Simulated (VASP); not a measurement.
# SrCl2 (R3m) in VASP: a series of runs

The runs below take SrCl2 through single point, with r2SCAN.

Program: VASP 6.6.1. These are calculated values, not measurements. Logs are shortened: lines on timing, memory, paths and dates and some standing lists are left out, and cuts for length are marked.

### 1 The cell of the first run

The structure is trigonal, space group R3m (No. 160). The conventional cell has a = 4.171 Å, b = 4.171 Å, c = 18.405 Å, α = 90.00°, β = 90.00°, γ = 120.00°. Within 3.8 Å of Sr (site symmetry 3m) lie 6 Cl at 2.92 Å. Cl (site symmetry 3m) has 3 Sr at 2.92 Å and 4 Cl at 3.30 to 3.72 Å within 3.8 Å. Within 3.8 Å of Cl (site symmetry 3m) lie 3 Sr at 2.92 Å and 4 Cl at 3.30 to 3.72 Å.

### 2 Single point, r2SCAN

Contents of POSCAR:

```
SrCl2
1.0
    2.0857437514      1.2042047163      6.1350485022
   -2.0857437514      1.2042047163      6.1350485022
    0.0000000000     -2.4084094327      6.1350485022
Sr Cl
1 2
Direct
    0.0002014272      0.0002014272      0.0002014272
    0.4227725646      0.4227725646      0.4227725646
    0.2436926748      0.2436926748      0.2436926748
```

Contents of INCAR.step1:

```
PREC = Accurate
ENCUT = 520
ISMEAR = -1
SIGMA = 0.001
LREAL = False
LASPH = True
NELM = 60
NBANDS = 19
GGA = PE
ALGO = Normal
EDIFF = 1E-4
LWAVE = True
LCHARG = False
```

Contents of INCAR.step2:

```
PREC = Accurate
ENCUT = 520
EDIFF = 1E-7
ISMEAR = -1
SIGMA = 0.001
LREAL = False
LASPH = True
NELM = 60
ALGO = Normal
ISIF = 2
LWAVE = False
LCHARG = False
METAGGA = R2SCAN
LMIXTAU = True
NBANDS = 19
ISTART = 1
```

Contents of KPOINTS:

```
regular mesh
0
Gamma
  6 6 6
```

Potentials or basis: VASP PAW PBE potentials, release 64 (Sr_sv, Cl).

Run with:

```bash
> cat potpaw_PBE.64/Sr_sv/POTCAR potpaw_PBE.64/Cl/POTCAR > POTCAR
> cp INCAR.step1 INCAR
> mpirun -np 1 vasp_std > vasp.out
> cp INCAR.step2 INCAR
> mpirun -np 1 vasp_std > vasp.out
```

OUTCAR:

```text
PREC = Accurate
   ENCUT = 520
   EDIFF = 1E-7
   ISMEAR = -1
   LREAL = False
   LASPH = True
   NELM = 60
   ISIF = 2
   METAGGA = R2SCAN
   ISTART = 1

 ion  position               nearest neighbor table
   1  0.000  0.000  0.000-   2 2.92   2 2.92   2 2.92   3 2.92   3 2.92   3 2.92
   2  0.423  0.423  0.423-   1 2.92   1 2.92   1 2.92
   3  0.244  0.244  0.244-   1 2.92   1 2.92   1 2.92

  LATTYP: Found a trigonal (rhomboedric) cell.
 ALAT       =     6.5908463887
 COS(alpha) =     0.7997052719

  Lattice vectors:

 A1 = (   2.0857437514,   1.2042047163,   6.1350485022)
 A2 = (  -2.0857437514,   1.2042047163,   6.1350485022)
 A3 = (   0.0000000000,  -2.4084094327,   6.1350485022)

Analysis of symmetry for initial positions (statically):
=====================================================================
 Subroutine PRICEL returns:
 Original cell was already a primitive cell.

 Routine SETGRP: Setting up the symmetry group for a
 trigonal (rhombohedral) supercell.

 Subroutine GETGRP returns: Found  6 space group operations
 (whereof  6 operations were pure point group operations)
 out of a pool of 12 trial point group operations.

The static configuration has the point symmetry C_3v.

Analysis of symmetry for dynamics (positions and initial velocities):
=====================================================================
 Subroutine PRICEL returns:
 Original cell was already a primitive cell.

 Routine SETGRP: Setting up the symmetry group for a
 trigonal (rhombohedral) supercell.

 Subroutine GETGRP returns: Found  6 space group operations
 (whereof  6 operations were pure point group operations)
 out of a pool of 12 trial point group operations.

The dynamic configuration has the point symmetry C_3v.

 Subroutine INISYM returns: Found  6 space group operations
 (whereof  6 operations are pure point group operations),
 and found     1 'primitive' translations

----------------------------------------------------------------------------------------

                                     Primitive cell

  volume of cell :      92.4550

  direct lattice vectors                    reciprocal lattice vectors
     2.085743751  1.204204716  6.135048502     0.239722641  0.138403931  0.054332632
    -2.085743751  1.204204716  6.135048502    -0.239722641  0.138403931  0.054332632
     0.000000000 -2.408409433  6.135048502     0.000000000 -0.276807862  0.054332632

  length of vectors
     6.590846389  6.590846389  6.590846389     0.282089751  0.282089751  0.282089751

  position of ions in fractional coordinates (direct lattice)
     0.000201427  0.000201427  0.000201427
     0.422772565  0.422772565  0.422772565
     0.243692675  0.243692675  0.243692675

  ion indices of the primitive-cell ions
   primitive index   ion index
                 1           1
                 2           2
                 3           3

----------------------------------------------------------------------------------------

 KPOINTS: regular mesh

Automatic generation of k-mesh.
 Grid dimensions read from file:
 generate k-points for:    6    6    6

 Generating k-lattice:

  Cartesian coordinates                     Fractional coordinates (reciprocal lattice)
     0.039953773  0.023067322  0.009055439     0.166666667 -0.000000000  0.000000000
    -0.039953773  0.023067322  0.009055439    -0.000000000  0.166666667  0.000000000
     0.000000000 -0.046134644  0.009055439     0.000000000  0.000000000  0.166666667

  Length of vectors
     0.047014958  0.047014958  0.047014958

  Shift w.r.t. Gamma in fractional coordinates (k-lattice)
     0.000000000  0.000000000  0.000000000

 Subroutine IBZKPT returns following result:
 ===========================================

 Found     32 irreducible k-points:

 Following reciprocal coordinates:
            Coordinates               Weight
  0.000000  0.000000  0.000000      1.000000
  0.166667 -0.000000  0.000000      6.000000
  0.333333  0.000000  0.000000      6.000000
  0.500000 -0.000000  0.000000      3.000000
  0.166667  0.166667  0.000000      6.000000
  0.333333  0.166667  0.000000     12.000000
[... 16 lines left out ...]
  0.500000  0.500000  0.166667      6.000000
 -0.333333  0.500000  0.166667     12.000000
 [... further k-points ...]
   k-points           NKPTS =     32   k-points in BZ     NKDIM =     32   number of bands    NBANDS=     19
   number of dos      NEDOS =    301   number of ions     NIONS =      3
   total plane-waves  NPLWV = 125000
   dimension x,y,z NGX =    50 NGY =   50 NGZ =   50
   dimension x,y,z NGXF=   100 NGYF=  100 NGZF=  100
   ions per type =               1   2
   NGX,Y,Z   is equivalent  to a cutoff of  12.61, 12.61, 12.61 a.u.
   NGXF,Y,Z  is equivalent  to a cutoff of  25.22, 25.22, 25.22 a.u.
 SYSTEM =  unknown system
   PREC   = accura    normal or accurate (medium, high low for compatibility)
   ISTART =      1    job   : 0-new  1-cont  2-samecut
   ICHARG =      0    charge: 1-file 2-atom 10-const
   ISPIN  =      1    spin polarized calculation?
   LNONCOLLINEAR =      F non collinear calculations
   LSORBIT =      F    spin-orbit coupling
   LASPH  =      T    aspherical Exc in radial PAW
   ENCUT  =  520.0 eV  38.22 Ry    6.18 a.u.  12.25 12.25 12.25*2*pi/ulx,y,z
   NELM   =     60;   NELMIN=  2; NELMDL=  0     # of ELM steps
   EDIFF  = 0.1E-06   stopping-criterion for ELM
   LREAL  =      F    real-space projection
   EDIFFG = 0.1E-05   stopping-criterion for IOM
   NSW    =      0    number of steps for IOM
   IBRION =     -1    ionic relax: 0-MD 1-quasi-New 2-CG
   NFREE  =      0    steps in history (QN), initial steepest desc. (CG)
   ISIF   =      2    stress and relaxation
   ISYM   =      2    0-nonsym 1-usesym 2-fastsym
   POTIM  = 0.5000    time-step for ionic-motion
   TEBEG  =    0.0;   TEEND  =   0.0 temperature during run
   PSTRESS=    0.0 pullay stress
   NELECT =      24.0000    total number of electrons
   NUPDOWN=      -1.0000    fix difference up-down
   EMIN   =  10.00;   EMAX   =-10.00  energy-range for DOS
   EFERMI =   0.00;   METHOD = LEGACY
   ISMEAR =    -1;   SIGMA  =   0.00  broadening in eV -4-tet -1-fermi 0-gaus
   EFERMI_NEDOS =   21; number of points for ismear=-14 and -15
   IALGO  =     38    algorithm
   IMIX   =      4    mixing-type and parameters
     AMIX     =   0.40;   BMIX     =  1.00
     AMIX_MAG =   1.60;   BMIX_MAG =  1.00
  volume/ion in A,a.u.               =      30.82       207.97
  Fermi-wavevector in a.u.,A,eV,Ry     =   1.044324  1.973485 14.838673  1.090612
  Thomas-Fermi vector in A             =   2.179071
   LORBIT       =      0    0 simple, 1 ext, 2 COOP (PROOUT), +10 PAW based schemes
   METAGGA = R2SCAN    functional components
   LHFCALC =     F    Hartree Fock is set to
   AEXX    =    0.0000 exact exchange contribution
   IVDW    =     0    specifies the selected vdW correction
   LEPSILON=     F    determine dielectric tensor
   LRPA    =     F    only Hartree local field effects (RPA)
 non-spin polarized calculation
  energy-cutoff  :      520.00
  volume of cell :       92.46
 maximum number of plane-waves:      2531
 NGX is ok and might be reduce to    50
   NGX = 25   NGY = 25   NGZ = 25

 number of electron      23.9999999 magnetization

 Free energy of the ion-electron system (eV)
  ---------------------------------------------------
  ext. energy  EPLUGINS =         0.00000000
  ---------------------------------------------------
  free energy    TOTEN  =       -34.97367325 eV

  energy without entropy =      -34.97367325  energy(sigma->0) =      -34.97367325

 E-fermi :  -0.4714     XC(G=0):  -8.3316

 val. band max:       -0.5845257163   @ k =   0.0000   0.0000   0.0000
 cond. band min:       4.2965158620   @ k =   0.0000   0.0000   0.0000
 fundamental gap:      4.8810415784
 Fermi energy:        -0.4713873726

 k-point     1 :       0.0000    0.0000    0.0000
  band No.  band energies     occupation
      1     -34.9950      2.00000
      2     -16.6156      2.00000
      3     -16.3512      2.00000
      4     -16.3512      2.00000
      5     -14.5046      2.00000
      6     -13.6358      2.00000
[... 11 lines left out ...]
     18       7.0469      0.00000
     19       7.9799      0.00000

 k-point     2 :       0.1667   -0.0000    0.0000
  band No.  band energies     occupation
      1     -34.9909      2.00000
      2     -16.5594      2.00000
      3     -16.4943      2.00000
      4     -16.3658      2.00000
      5     -14.3455      2.00000
      6     -13.7149      2.00000
[... 11 lines left out ...]
     18       7.3774      0.00000
     19       8.9793      0.00000

 k-point     3 :       0.3333    0.0000    0.0000
  band No.  band energies     occupation
      1     -34.9827      2.00000
      2     -16.7325      2.00000
      3     -16.4367      2.00000
      4     -16.3948      2.00000
      5     -14.0739      2.00000
      6     -13.8815      2.00000
[... 11 lines left out ...]
     18       8.0168      0.00000
     19       9.4967      0.00000

 k-point     4 :       0.5000   -0.0000    0.0000
  band No.  band energies     occupation
      1     -34.9786      2.00000
      2     -16.8357      2.00000
      3     -16.4092      2.00000
      4     -16.3694      2.00000
      5     -13.9766      2.00000
      6     -13.9466      2.00000
[... 407 lines left out ...]
     18       9.0254      0.00000
     19       9.4109      0.00000

 k-point    23 :       0.5000    0.5000    0.1667
  band No.  band energies     occupation
      1     -34.9827      2.00000
      2     -16.7270      2.00000
      3     -16.4441      2.00000
      4     -16.3949      2.00000
      5     -14.0068      2.00000
      6     -13.9519      2.00000
[... 11 lines left out ...]
     18       8.2631      0.00000
     19       9.5202      0.00000

 k-point    24 :      -0.3333    0.5000    0.1667
  band No.  band energies     occupation
      1     -34.9786      2.00000
      2     -16.7985      2.00000
      3     -16.4492      2.00000
      4     -16.3733      2.00000
      5     -14.0384      2.00000
      6     -13.8812      2.00000
[... 11 lines left out ...]
     18       8.7365      0.00000
     19       9.9503      0.00000

 [... further k-points ...]

------------------------ aborting loop because EDIFF is reached ----------------------------------------

  FORCE on cell =-STRESS in cart. coord.  units (eV):
  Direction    XX          YY          ZZ          XY          YZ          ZX
  --------------------------------------------------------------------------------------
  -------------------------------------------------------------------------------------
  Total        0.3991349      0.3991349      0.3626348      0.0000000     -0.0000000      0.0000000
  in kB        6.9167129      6.9167129      6.2841934      0.0000000     -0.0000000      0.0000000
  external PRESSURE =       6.7058731 kB  Pullay stress =       0.0000000 kB

 VOLUME and BASIS-vectors are now :
 -----------------------------------------------------------------------------
  energy-cutoff  :      520.00
  volume of cell :       92.46
      direct lattice vectors                 reciprocal lattice vectors
     2.085743751  1.204204716  6.135048502     0.239722641  0.138403931  0.054332632
    -2.085743751  1.204204716  6.135048502    -0.239722641  0.138403931  0.054332632
     0.000000000 -2.408409433  6.135048502     0.000000000 -0.276807862  0.054332632

 POSITION                                       TOTAL-FORCE (eV/Angst)
 -----------------------------------------------------------------------------------
      0.00000     -0.00000      0.00371         0.000000      0.000000     -0.001060
      0.00000     -0.00000      7.78119         0.000000     -0.000000      0.008222
      0.00000     -0.00000      4.48520         0.000000      0.000000     -0.007162
 -----------------------------------------------------------------------------------
    total drift:                                0.000000      0.000000     -0.000752

  FREE ENERGIE OF THE ION-ELECTRON SYSTEM (eV)
  ---------------------------------------------------
  free  energy   TOTEN  =       -34.9736732524 eV

  energy  without entropy=      -34.9736732524  energy(sigma->0) =      -34.97367325
```

Run time: 5.6 min. Hardware: 1 thread of Intel Xeon Platinum 8488C (Sapphire Rapids), shared host; peak memory 0.41 GiB.

Results:

```
Free energy            : -34.9737 eV
Pressure               : 0.7 GPa
Largest force          : 0.008 eV/Å
Band gap on the k mesh : 4.88 eV, direct
```

Forces in eV/Å, atoms in the order of the input:
```
Sr   0.000  0.000 -0.001
Cl   0.000  0.000  0.008
Cl   0.000  0.000 -0.007
```

Levels at points of the mesh, in eV from the valence-band top:
```tsv
k point	band 8	band 9	band 10	band 11	band 12	band 13	band 14	band 15	band 16	band 17
(0.00, 0.00, 0.00)	-1.23	-1.23	-1.11	-1.11	0.00	4.88	6.79	7.07	7.07	7.63
(0.50, 0.00, 0.00)	-2.10	-1.51	-1.45	-1.05	-0.35	5.00	7.43	8.10	8.72	8.88
(0.50, 0.50, 0.00)	-1.99	-1.49	-1.33	-1.23	-0.66	4.91	7.45	8.08	8.63	9.00
(0.50, 0.50, 0.50)	-1.37	-1.37	-1.05	-0.96	-0.96	5.63	6.43	6.94	6.94	7.62
```

Caveat: the PAW data sets were made with another functional, which shifts forces and pressure a little.

### 3 Single point, r2SCAN

POSCAR is that of step 2.

Contents of INCAR.step1:

```
PREC     = Accurate       # precision mode
ENCUT    = 520            # plane-wave cutoff, eV
ISMEAR   = -1             # smearing method
SIGMA    = 0.05           # smearing width, eV
LREAL    = False          # projectors in reciprocal space
LASPH    = True           # aspherical terms in the spheres
NELM     = 80             # most SCF steps
NBANDS   = 19             # bands
GGA      = PE             # functional
ALGO     = Normal         # electronic algorithm
EDIFF    = 1E-4           # SCF threshold, eV
LWAVE    = True           # write WAVECAR
LCHARG   = False          # write CHGCAR
```

Contents of INCAR.step2:

```
PREC     = Accurate       # precision mode
ENCUT    = 520            # plane-wave cutoff, eV
EDIFF    = 1E-7           # SCF threshold, eV
ISMEAR   = -1             # smearing method
SIGMA    = 0.05           # smearing width, eV
LREAL    = False          # projectors in reciprocal space
LASPH    = True           # aspherical terms in the spheres
NELM     = 80             # most SCF steps
ALGO     = Normal         # electronic algorithm
ISIF     = 2              # what is computed and relaxed
LWAVE    = False          # write WAVECAR
LCHARG   = False          # write CHGCAR
METAGGA  = R2SCAN         # meta-GGA
LMIXTAU  = True         
NBANDS   = 19             # bands
ISTART   = 1
```

KPOINTS is that of step 2.

Potentials or basis: VASP PAW PBE potentials, release 64 (Sr_sv, Cl).

Run with:

```bash
> cat potpaw_PBE.64/Sr_sv/POTCAR potpaw_PBE.64/Cl/POTCAR > POTCAR
> cp INCAR.step1 INCAR
> mpirun -np 1 vasp_std > vasp.out
> cp INCAR.step2 INCAR
> mpirun -np 1 vasp_std > vasp.out
```

Wall time 5.7 min (1 thread of Intel Xeon Platinum 8488C (Sapphire Rapids), shared host); peak memory 0.41 GiB.

The run converged. Its results:

- Free energy: -34.9737 eV
- Pressure: 0.7 GPa
- Largest force: 0.008 eV/Å
- Band gap on the k mesh: 4.88 eV, direct

Forces on the atoms (eV/Å):
```
Sr   0.000  0.000 -0.001
Cl   0.000  0.000  0.008
Cl   0.000  0.000 -0.007
```

Levels at points of the mesh, in eV from the valence-band top:
| k point | band 8 | band 9 | band 10 | band 11 | band 12 | band 13 | band 14 | band 15 | band 16 | band 17 |
| --- | --- | --- | --- | --- | --- | --- | --- | --- | --- | --- |
| (0.00, 0.00, 0.00) | -1.23 | -1.23 | -1.11 | -1.11 | 0.00 | 4.88 | 6.79 | 7.07 | 7.07 | 7.63 |
| (0.50, 0.00, 0.00) | -2.10 | -1.51 | -1.45 | -1.05 | -0.35 | 5.00 | 7.43 | 8.10 | 8.72 | 8.88 |
| (0.50, 0.50, 0.00) | -1.99 | -1.49 | -1.33 | -1.23 | -0.66 | 4.91 | 7.45 | 8.08 | 8.63 | 9.00 |
| (0.50, 0.50, 0.50) | -1.37 | -1.37 | -1.05 | -0.96 | -0.96 | 5.63 | 6.43 | 6.94 | 6.94 | 7.62 |

Caveat: the PAW data sets were made with another functional, which shifts forces and pressure a little.
